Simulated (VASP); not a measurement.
# NaF (Pm-3m) in VASP: further runs

The runs below take NaF through single point, relaxation of cell and atoms, with PBE.

All numbers are computed with VASP 6.6.1; they aren't measurements. Logs are shortened: lines on timing, memory, paths and dates and some standing lists are left out, and cuts for length are marked.

**1. The cell of the first run**

Symmetry: Pm-3m, No. 221, cubic system. Conventional cell: a = 2.281 Å, b = 2.281 Å, c = 2.281 Å, α = 90.00°, β = 90.00°, γ = 90.00°. Within 2.6 Å of Na (site symmetry m-3m) lie 8 F at 1.98 Å and 6 Na at 2.28 Å. Within 2.6 Å of F (site symmetry m-3m) lie 8 Na at 1.98 Å and 6 F at 2.28 Å.

**2. Single point, PBE**

Input file INCAR:

```
ALGO     = Normal         # electronic algorithm
EDIFF    = 1E-6           # SCF threshold, eV
ENCUT    = 600            # plane-wave cutoff, eV
GGA      = PE             # functional
GGA_COMPAT= F            
ISIF     = 2              # what is computed and relaxed
ISMEAR   = 0              # smearing method
LASPH    = T              # aspherical terms in the spheres
LCHARG   = F              # write CHGCAR
LREAL    = F              # projectors in reciprocal space
LWAVE    = F              # write WAVECAR
NBANDS   = 14             # bands
NELM     = 120            # most SCF steps
PREC     = Accurate       # precision mode
SIGMA    = 0.1            # smearing width, eV
```

Input file KPOINTS:

```
k-points
0
Gamma
  8 8 8
```

Input file POSCAR:

```
NaF
1.0
    2.2813877263      0.0000000000      0.0000000000
    0.0000000000      2.2813877263      0.0000000000
    0.0000000000      0.0000000000      2.2813877263
Na F
1 1
Direct
    0.0000000000      0.0000000000      0.0000000000
    0.5000000000      0.5000000000      0.5000000000
```

Potentials or basis: VASP PAW PBE potentials, release 64 (Na_pv, F).

Command:

```sh
$ cat potpaw_PBE.64/Na_pv/POTCAR potpaw_PBE.64/F/POTCAR > POTCAR
$ mpirun -np 1 vasp_std > vasp.out
```

OUTCAR:

```text
EDIFF = 1E-6
   ENCUT = 600
   GGA = PE
   ISIF = 2
   ISMEAR = 0
   LASPH = T
   LREAL = F
   NELM = 120
   PREC = Accurate

 ion  position               nearest neighbor table
   1  0.000  0.000  0.000-   2 1.98   2 1.98   2 1.98   2 1.98   2 1.98   2 1.98   2 1.98   2 1.98

   2  0.500  0.500  0.500-   1 1.98   1 1.98   1 1.98   1 1.98   1 1.98   1 1.98   1 1.98   1 1.98

  LATTYP: Found a simple cubic cell.
 ALAT       =     2.2813877263

  Lattice vectors:

 A1 = (   2.2813877263,   0.0000000000,   0.0000000000)
 A2 = (   0.0000000000,   2.2813877263,   0.0000000000)
 A3 = (   0.0000000000,   0.0000000000,   2.2813877263)

Analysis of symmetry for initial positions (statically):
=====================================================================
 Subroutine PRICEL returns:
 Original cell was already a primitive cell.

 Routine SETGRP: Setting up the symmetry group for a
 simple cubic supercell.

 Subroutine GETGRP returns: Found 48 space group operations
 (whereof 48 operations were pure point group operations)
 out of a pool of 48 trial point group operations.

The static configuration has the point symmetry O_h .

Analysis of symmetry for dynamics (positions and initial velocities):
=====================================================================
 Subroutine PRICEL returns:
 Original cell was already a primitive cell.

 Routine SETGRP: Setting up the symmetry group for a
 simple cubic supercell.

 Subroutine GETGRP returns: Found 48 space group operations
 (whereof 48 operations were pure point group operations)
 out of a pool of 48 trial point group operations.

The dynamic configuration has the point symmetry O_h .

 Subroutine INISYM returns: Found 48 space group operations
 (whereof 48 operations are pure point group operations),
 and found     1 'primitive' translations

----------------------------------------------------------------------------------------

                                     Primitive cell

  volume of cell :      11.8740

  direct lattice vectors                    reciprocal lattice vectors
     2.281387726  0.000000000  0.000000000     0.438329701  0.000000000  0.000000000
     0.000000000  2.281387726  0.000000000     0.000000000  0.438329701  0.000000000
     0.000000000  0.000000000  2.281387726     0.000000000  0.000000000  0.438329701

  length of vectors
     2.281387726  2.281387726  2.281387726     0.438329701  0.438329701  0.438329701

  position of ions in fractional coordinates (direct lattice)
     0.000000000  0.000000000  0.000000000
     0.500000000  0.500000000  0.500000000

  ion indices of the primitive-cell ions
   primitive index   ion index
                 1           1
                 2           2

----------------------------------------------------------------------------------------

 KPOINTS: k-points

Automatic generation of k-mesh.
 Grid dimensions read from file:
 generate k-points for:    8    8    8

 Generating k-lattice:

  Cartesian coordinates                     Fractional coordinates (reciprocal lattice)
     0.054791213  0.000000000  0.000000000     0.125000000  0.000000000  0.000000000
     0.000000000  0.054791213  0.000000000     0.000000000  0.125000000  0.000000000
     0.000000000  0.000000000  0.054791213     0.000000000  0.000000000  0.125000000

  Length of vectors
     0.054791213  0.054791213  0.054791213

  Shift w.r.t. Gamma in fractional coordinates (k-lattice)
     0.000000000  0.000000000  0.000000000

 Subroutine IBZKPT returns following result:
 ===========================================

 Found     35 irreducible k-points:

 Following reciprocal coordinates:
            Coordinates               Weight
  0.000000  0.000000  0.000000      1.000000
  0.125000  0.000000  0.000000      6.000000
  0.250000  0.000000  0.000000      6.000000
  0.375000  0.000000  0.000000      6.000000
  0.500000  0.000000  0.000000      3.000000
  0.125000  0.125000  0.000000     12.000000
[... 16 lines left out ...]
  0.375000  0.375000  0.125000     24.000000
  0.500000  0.375000  0.125000     24.000000
 [... further k-points ...]
   k-points           NKPTS =     35   k-points in BZ     NKDIM =     35   number of bands    NBANDS=     14
   number of dos      NEDOS =    301   number of ions     NIONS =      2
   total plane-waves  NPLWV =   5832
   dimension x,y,z NGX =    18 NGY =   18 NGZ =   18
   dimension x,y,z NGXF=    36 NGYF=   36 NGZF=   36
   ions per type =               1   1
   NGX,Y,Z   is equivalent  to a cutoff of  13.12, 13.12, 13.12 a.u.
   NGXF,Y,Z  is equivalent  to a cutoff of  26.23, 26.23, 26.23 a.u.
 SYSTEM =  unknown system
   PREC   = accura    normal or accurate (medium, high low for compatibility)
   ISTART =      0    job   : 0-new  1-cont  2-samecut
   ICHARG =      2    charge: 1-file 2-atom 10-const
   ISPIN  =      1    spin polarized calculation?
   LNONCOLLINEAR =      F non collinear calculations
   LSORBIT =      F    spin-orbit coupling
   LASPH  =      T    aspherical Exc in radial PAW
   ENCUT  =  600.0 eV  44.10 Ry    6.64 a.u.   4.56  4.56  4.56*2*pi/ulx,y,z
   NELM   =    120;   NELMIN=  2; NELMDL= -5     # of ELM steps
   EDIFF  = 0.1E-05   stopping-criterion for ELM
   LREAL  =      F    real-space projection
   EDIFFG = 0.1E-04   stopping-criterion for IOM
   NSW    =      0    number of steps for IOM
   IBRION =     -1    ionic relax: 0-MD 1-quasi-New 2-CG
   NFREE  =      0    steps in history (QN), initial steepest desc. (CG)
   ISIF   =      2    stress and relaxation
   ISYM   =      2    0-nonsym 1-usesym 2-fastsym
   POTIM  = 0.5000    time-step for ionic-motion
   TEBEG  =    0.0;   TEEND  =   0.0 temperature during run
   PSTRESS=    0.0 pullay stress
   NELECT =      14.0000    total number of electrons
   NUPDOWN=      -1.0000    fix difference up-down
   EMIN   =  10.00;   EMAX   =-10.00  energy-range for DOS
   EFERMI =   0.00;   METHOD = LEGACY
   ISMEAR =     0;   SIGMA  =   0.10  broadening in eV -4-tet -1-fermi 0-gaus
   EFERMI_NEDOS =   21; number of points for ismear=-14 and -15
   IALGO  =     38    algorithm
   IMIX   =      4    mixing-type and parameters
     AMIX     =   0.40;   BMIX     =  1.00
     AMIX_MAG =   1.60;   BMIX_MAG =  1.00
  volume/ion in A,a.u.               =       5.94        40.06
  Fermi-wavevector in a.u.,A,eV,Ry     =   1.729491  3.268265 40.696938  2.991141
  Thomas-Fermi vector in A             =   2.804227
   LORBIT       =      0    0 simple, 1 ext, 2 COOP (PROOUT), +10 PAW based schemes
   GGA     = PE    functional components
   LHFCALC =     F    Hartree Fock is set to
   AEXX    =    0.0000 exact exchange contribution
   IVDW    =     0    specifies the selected vdW correction
   LEPSILON=     F    determine dielectric tensor
   LRPA    =     F    only Hartree local field effects (RPA)
 non-spin polarized calculation
 Gauss-broadening in eV      SIGMA  =   0.10
  energy-cutoff  :      600.00
  volume of cell :       11.87
 maximum number of plane-waves:       432
   NGX =  9   NGY =  9   NGZ =  9

 number of electron      14.0000001 magnetization

 Free energy of the ion-electron system (eV)
  ---------------------------------------------------
  ext. energy  EPLUGINS =         0.00000000
  ---------------------------------------------------
  free energy    TOTEN  =        -5.11947776 eV

  energy without entropy =       -5.11947776  energy(sigma->0) =       -5.11947776

 E-fermi :   5.2673     XC(G=0): -13.4521

 val. band max:        4.8099429437   @ k =   0.5000   0.5000   0.0000
 cond. band min:      17.3962562229   @ k =   0.0000   0.0000   0.0000
 fundamental gap:     12.5863132792
 Fermi energy:         5.2672893065

 k-point     1 :       0.0000    0.0000    0.0000
  band No.  band energies     occupation
      1     -17.8387      2.00000
      2     -14.8401      2.00000
      3     -14.8401      2.00000
      4     -14.8401      2.00000
      5       4.2149      2.00000
      6       4.2149      2.00000
      7       4.2149      2.00000
      8      17.3963      0.00000
      9      22.7969      0.00000
     10      22.7969      0.00000
     11      40.9120      0.00000
     12      40.9120      0.00000
     13      40.9120      0.00000
     14      43.3266      0.00000

 k-point     2 :       0.1250    0.0000    0.0000
  band No.  band energies     occupation
      1     -18.0495      2.00000
      2     -14.8112      2.00000
      3     -14.8112      2.00000
      4     -14.6197      2.00000
      5       3.3683      2.00000
      6       4.2201      2.00000
      7       4.2201      2.00000
      8      18.0602      0.00000
      9      23.2451      0.00000
     10      23.4492      0.00000
     11      40.4399      0.00000
     12      40.4399      0.00000
     13      41.0520      0.00000
     14      43.3310      0.00000

 k-point     3 :       0.2500    0.0000    0.0000
  band No.  band energies     occupation
      1     -18.5165      2.00000
      2     -14.7411      2.00000
      3     -14.7411      2.00000
      4     -14.0880      2.00000
      5       1.5673      2.00000
      6       4.2322      2.00000
      7       4.2322      2.00000
      8      19.5848      0.00000
      9      24.5884      0.00000
     10      24.6006      0.00000
     11      38.9793      0.00000
     12      39.1066      0.00000
     13      39.1066      0.00000
     14      42.0585      0.00000
[... 324 lines left out ...]
 k-point    23 :       0.3750    0.3750    0.1250
  band No.  band energies     occupation
      1     -17.3583      2.00000
      2     -15.8549      2.00000
      3     -14.7554      2.00000
      4     -14.4550      2.00000
      5       1.1912      2.00000
      6       1.4894      2.00000
      7       4.0171      2.00000
      8      22.3461      0.00000
      9      25.4320      0.00000
     10      27.5336      0.00000
     11      29.8232      0.00000
     12      34.0991      0.00000
     13      34.4566      0.00000
     14      43.3074      0.00000

 k-point    24 :       0.5000    0.3750    0.1250
  band No.  band energies     occupation
      1     -17.0626      2.00000
      2     -15.8409      2.00000
      3     -14.8846      2.00000
      4     -14.7119      2.00000
      5       0.9169      2.00000
      6       1.5374      2.00000
      7       4.0813      2.00000
      8      21.9532      0.00000
      9      25.9716      0.00000
     10      27.6109      0.00000
     11      29.0833      0.00000
     12      34.0987      0.00000
     13      34.2234      0.00000
     14      43.3119      0.00000

 [... further k-points ...]
[... 5 lines left out ...]
  --------------------------------------------------------------------------------------
  -------------------------------------------------------------------------------------
  Total       12.0988747     12.0988747     12.0988747      0.0000000      0.0000000      0.0000000
  in kB     1632.5190601   1632.5190601   1632.5190601      0.0000000      0.0000000      0.0000000
  external PRESSURE =    1632.5190601 kB  Pullay stress =       0.0000000 kB

 VOLUME and BASIS-vectors are now :
 -----------------------------------------------------------------------------
  energy-cutoff  :      600.00
  volume of cell :       11.87
      direct lattice vectors                 reciprocal lattice vectors
     2.281387726  0.000000000  0.000000000     0.438329701  0.000000000  0.000000000
     0.000000000  2.281387726  0.000000000     0.000000000  0.438329701  0.000000000
     0.000000000  0.000000000  2.281387726     0.000000000  0.000000000  0.438329701

 POSITION                                       TOTAL-FORCE (eV/Angst)
 -----------------------------------------------------------------------------------
      0.00000      0.00000      0.00000         0.000000      0.000000      0.000000
      1.14069      1.14069      1.14069         0.000000      0.000000      0.000000
 -----------------------------------------------------------------------------------
    total drift:                                0.000000     -0.000000      0.000000

  FREE ENERGIE OF THE ION-ELECTRON SYSTEM (eV)
  ---------------------------------------------------
  free  energy   TOTEN  =        -5.1194777601 eV

  energy  without entropy=       -5.1194777601  energy(sigma->0) =       -5.11947776
```

Run time: 6.6 s. Hardware: 1 thread of Intel Xeon Platinum 8488C (Sapphire Rapids), shared host; peak memory 0.11 GiB.

Results:

- Free energy: -5.1195 eV
- Pressure: 163.3 GPa
- Band gap on the k mesh: 12.59 eV (least direct gap 13.18 eV)

Levels at points of the mesh, in eV from the valence-band top:
```tsv
k point	band 3	band 4	band 5	band 6	band 7	band 8	band 9	band 10	band 11	band 12
(0.00, 0.00, 0.00)	-19.65	-19.65	-0.59	-0.59	-0.59	12.59	17.99	17.99	36.10	36.10
(0.50, 0.00, 0.00)	-19.45	-18.08	-5.50	-0.56	-0.56	17.65	19.55	24.68	25.70	32.37
(0.50, 0.50, 0.00)	-20.80	-19.33	-3.60	-3.60	0.00	16.05	21.18	23.67	23.67	29.96
(0.50, 0.50, 0.50)	-20.44	-19.78	-4.05	-4.05	-4.05	19.83	19.83	19.83	27.73	27.73
```

Caveat: the cell stands under pressure. A k mesh can miss the band edges.

**3. Single point, PBE**

Input file INCAR:

```
SYSTEM = NaF
PREC = Accurate ; ENCUT = 600
EDIFF = 1E-6 ; ISMEAR = 0
SIGMA = 0.01 ; LREAL = .FALSE.
LASPH = .TRUE. ; NELM = 120
ALGO = Normal ; ISIF = 2
LWAVE = .FALSE. ; LCHARG = .FALSE.
GGA = PE ; NBANDS = 14
GGA_COMPAT = .FALSE.
```

Input file KPOINTS:

```
Automatic mesh
0
G
  10 10 10
  0 0 0
```

Input file POSCAR:

```
NaF
1.0
    2.2804862243      0.0000000000      0.0000000000
    0.0000000000      2.2804862243      0.0000000000
    0.0000000000      0.0000000000      2.2804862243
Na F
1 1
Direct
    0.0000000000      0.0000000000      0.0000000000
    0.5000000000      0.5000000000      0.5000000000
```

Potentials or basis: VASP PAW PBE potentials, release 64 (Na_pv, F).

Command:

```sh
$ cat potpaw_PBE.64/Na_pv/POTCAR potpaw_PBE.64/F/POTCAR > POTCAR
$ mpirun -np 1 vasp_std > vasp.out
```

Run time: 9.7 s. Hardware: 1 thread of Intel Xeon Platinum 8488C (Sapphire Rapids), shared host; peak memory 0.12 GiB.

It converged, with:

- Free energy: -5.1051 eV
- Pressure: 164.0 GPa
- Band gap on the k mesh: 12.61 eV (least direct gap 13.20 eV)

Levels at points of the mesh, in eV from the valence-band top:
```tsv
k point	band 3	band 4	band 5	band 6	band 7	band 8	band 9	band 10	band 11	band 12
(0.00, 0.00, 0.00)	-19.65	-19.65	-0.60	-0.60	-0.60	12.61	17.99	17.99	36.13	36.13
(0.50, 0.00, 0.00)	-19.45	-18.08	-5.51	-0.56	-0.56	17.66	19.57	24.68	25.71	32.39
(0.50, 0.50, 0.00)	-20.81	-19.33	-3.60	-3.60	0.00	16.06	21.19	23.69	23.69	29.98
(0.50, 0.50, 0.50)	-20.44	-19.78	-4.06	-4.06	-4.06	19.84	19.84	19.84	27.75	27.75
```

Caveat: the cell stands under pressure. A k mesh can miss the band edges.

**4. Single point, PBE**

Input file INCAR:

```
PREC     = Accurate       # precision mode
ENCUT    = 600            # plane-wave cutoff, eV
EDIFF    = 1E-6           # SCF threshold, eV
ISMEAR   = 0              # smearing method
SIGMA    = 0.02           # smearing width, eV
LREAL    = False          # projectors in reciprocal space
LASPH    = True           # aspherical terms in the spheres
NELM     = 120            # most SCF steps
ALGO     = Normal         # electronic algorithm
ISIF     = 2              # what is computed and relaxed
LWAVE    = False          # write WAVECAR
LCHARG   = True           # write CHGCAR
GGA      = PE             # functional
LELF     = True           # ELF
LVHAR    = True         
NBANDS   = 14             # bands
GGA_COMPAT= False
```

Input file KPOINTS:

```
Automatic mesh
0
Gamma
  10 10 10
```

POSCAR is that of step 3.

Command:

```sh
$ cat potpaw_PBE.64/Na_pv/POTCAR potpaw_PBE.64/F/POTCAR > POTCAR
$ mpirun -np 1 vasp_std > vasp.out
```

It took 8.8 s on 1 thread of Intel Xeon Platinum 8488C (Sapphire Rapids), shared host; peak memory 0.11 GiB.

The run converged. Its results:

| Quantity | Value |
| --- | --- |
| Free energy | -5.1051 eV |
| Pressure | 164.0 GPa |
| Band gap on the k mesh | 12.61 eV (least direct gap 13.20 eV) |

Levels at points of the mesh, in eV from the valence-band top:
```
           k point  band 5  band 6  band 7  band 8  band 9  band 10
(0.00, 0.00, 0.00)   -0.60   -0.60   -0.60   12.61   17.99    17.99
(0.50, 0.00, 0.00)   -5.51   -0.56   -0.56   17.66   19.57    24.68
(0.50, 0.50, 0.00)   -3.60   -3.60    0.00   16.06   21.19    23.69
(0.50, 0.50, 0.50)   -4.06   -4.06   -4.06   19.84   19.84    19.84
```

Caveat: the cell stands under pressure. A k mesh can miss the band edges.

**5. Relaxation of cell and atoms, PBE, target pressure 160 GPa, at which the enthalpy is minimised**

Input file INCAR:

```
SYSTEM = NaF
ALGO     = Normal         ! electronic algorithm
EDIFF    = 1E-7           ! SCF threshold, eV
EDIFFG   = -0.05          ! ionic threshold
ENCUT    = 600            ! plane-wave cutoff, eV
GGA      = PE             ! functional
GGA_COMPAT= .False.      
IBRION   = 2              ! ionic algorithm
ISIF     = 3              ! what is computed and relaxed
ISMEAR   = 0              ! smearing method
LASPH    = .True.         ! aspherical terms in the spheres
LCHARG   = .False.        ! write CHGCAR
LREAL    = .False.        ! projectors in reciprocal space
LWAVE    = .False.        ! write WAVECAR
NELM     = 120            ! most SCF steps
NELMIN   = 4            
NSW      = 80             ! ionic steps
PREC     = Accurate       ! precision mode
PSTRESS  = 1600.0       
SIGMA    = 0.1            ! smearing width, eV
```

Input file KPOINTS:

```
k-points
0
Gamma
  8 8 8
  0 0 0
```

Input file POSCAR:

```
NaF
1.0
    2.2813877263      0.0000000000      0.0000000000
    0.0000000000      2.2813877263      0.0000000000
    0.0000000000      0.0000000000      2.2813877263
Na F
1 1
Direct
    0.0000000000      0.0000000000      0.0000000000
    0.5000000000      0.5000000000      0.5000000000
```

Command:

```sh
$ cat potpaw_PBE.64/Na_pv/POTCAR potpaw_PBE.64/F/POTCAR > POTCAR
$ mpirun -np 1 vasp_std > vasp.out
```

It took 10 s on 1 thread of Intel Xeon Platinum 8488C (Sapphire Rapids), shared host; peak memory 0.12 GiB.

The run converged. Its results:

| Item | Value |
| --- | --- |
| Free energy | -5.1837 eV |
| Relaxed volume | 5.97 Å³/atom |
| Relaxed cell | a = 2.285 Å, b = 2.285 Å, c = 2.285 Å, α = 90.00°, β = 90.00°, γ = 90.00° |
| Space group after relaxing (to 0.1 Å) | Pm-3m (No. 221) |
| Energy change on relaxing (the run minimises the enthalpy) | -32.1 meV/atom |
| Ionic steps | 3 |
| Pressure after relaxing | 160.0 GPa |
| Band gap on the k mesh | 12.50 eV (least direct gap 13.09 eV) |

Step by step:
```
step  energy change (eV)  largest force (eV/Å)  pressure (GPa)  volume (Å³)
   1              0.0000                0.0000          163.28        11.87
   2             -0.2068                0.0000          152.70        12.08
   3             -0.0643                0.0000          159.99        11.94
```

Final structure:
```yaml
crystal:
  lattice:
    - [2.28546, 0.00000, 0.00000]
    - [0.00000, 2.28546, 0.00000]
    - [0.00000, 0.00000, 2.28546]
  atoms:
    - { symbol: Na, position: [0.00000, 0.00000, 0.00000] }
    - { symbol: F, position: [0.50000, 0.50000, 0.50000] }
```

Levels at points of the mesh, in eV from the valence-band top:
```
           k point  band 5  band 6  band 7  band 8  band 9  band 10
(0.00, 0.00, 0.00)   -0.59   -0.59   -0.59   12.50   17.97    17.97
(0.50, 0.00, 0.00)   -5.47   -0.56   -0.56   17.57   19.47    24.64
(0.50, 0.50, 0.00)   -3.58   -3.58    0.00   16.01   21.12    23.57
(0.50, 0.50, 0.50)   -4.02   -4.02   -4.02   19.77   19.77    19.77
```

Caveat: the cell is relaxed towards a set pressure, so the run minimises the enthalpy, not the energy.

(Part 1 of 2 ends here.)
